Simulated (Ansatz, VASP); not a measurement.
## Ni: VASP beside Ansatz

INCAR

```
SYSTEM = Ni
PREC = Accurate
ENCUT = 520
EDIFF = 1E-7
ISMEAR = -1
SIGMA = 0.05
LREAL = .False.
LASPH = .True.
NELM = 150
ALGO = Normal
ISIF = 2
LWAVE = .False.
LCHARG = .False.
ISPIN = 2
MAGMOM = 0.68 0.68 0.691 0.691
LORBIT = 11
LMAXMIX = 4
GGA = PE
NBANDS = 32
```

File KPOINTS:

```
regular mesh
0
Gamma
  19 19 5
  0 0 0
```

POSCAR

```
Ni
1.0
    2.5832049146      0.0000000000      0.0000000000
   -1.2916024573      2.2371210792      0.0000000000
    0.0000000000      0.0000000000      8.4578800118
Ni
4
Direct
    1.0000000000      1.0000000000      0.0000000000
    1.0000000000      1.0000000000      0.5000000000
    0.3333333333      0.6666666667      0.2500000000
    0.6666666667      0.3333333333      0.7500000000
```

Input for Ansatz:

```yaml
crystal:
  lattice:
    - [2.5832049146, 0.0, 0.0]
    - [-1.2916024573, 2.2371210792, 0.0]
    - [0.0, 0.0, 8.4578800118]
  atoms:
    - { symbol: Ni, position: [1.0, 1.0, 0.0], spin: 0.68 }
    - { symbol: Ni, position: [1.0, 1.0, 0.5], spin: 0.68 }
    - { symbol: Ni, position: [0.3333333333, 0.6666666667, 0.25], spin: 0.691 }
    - { symbol: Ni, position: [0.6666666667, 0.3333333333, 0.75], spin: 0.691 }
hamiltonian:
  xc: pbe
  pseudopotentials:
    kind: paw
    azcp:
      Ni: "pseudopotentials/Ni.paw.azcp"
basis:
  ecutwfc: 420
  fft_grid_basis: typed
kpoints:
  mp_grid: { grid: [19, 19, 5], shift: [0, 0, 0] }
magnetization:
  spin_polarized: true
scf:
  occupations: { method: fermi_dirac, width: 0.05 }
output:
  stress: true
```

Alike in both runs: task single point; functional PBE; k mesh 19 × 19 × 5; occupations fermi-dirac, width 0.05 eV; collinear spin.

```csv
,VASP,Ansatz
version,VASP 6.6.1,Ansatz 0.2.0
potentials or method,"VASP PAW PBE potentials, release 64 (Ni), cutoff 520 eV","plane waves (420 eV) with PAW, scalar-relativistic"
valence electrons in the cell,40,72
```

VASP gave:

| Property | Result |
| --- | --- |
| pressure (GPa) | -16.7 |
| traceless stress, the component that is largest in VASP (GPa) | 0.15 |
| net moment per atom (μB) | 0.66 |
| size of the moment on the site where the two differ most (μB) | 0.69 |

Q: What did Ansatz give for the same quantities?

A: Pressure (GPa): -16.9; traceless stress, the component that is largest in VASP (GPa): 0.22; net moment per atom (μB): 0.68; size of the moment on the site where the two differ most (μB): 0.73.

Site moments also hang on the region over which each program counts them. The functional is the same, so the differences come from potentials, cutoffs and numerics. VASP's potentials hold 40 valence electrons a cell and Ansatz's 72, so a difference there can come from the potentials and not from the codes.
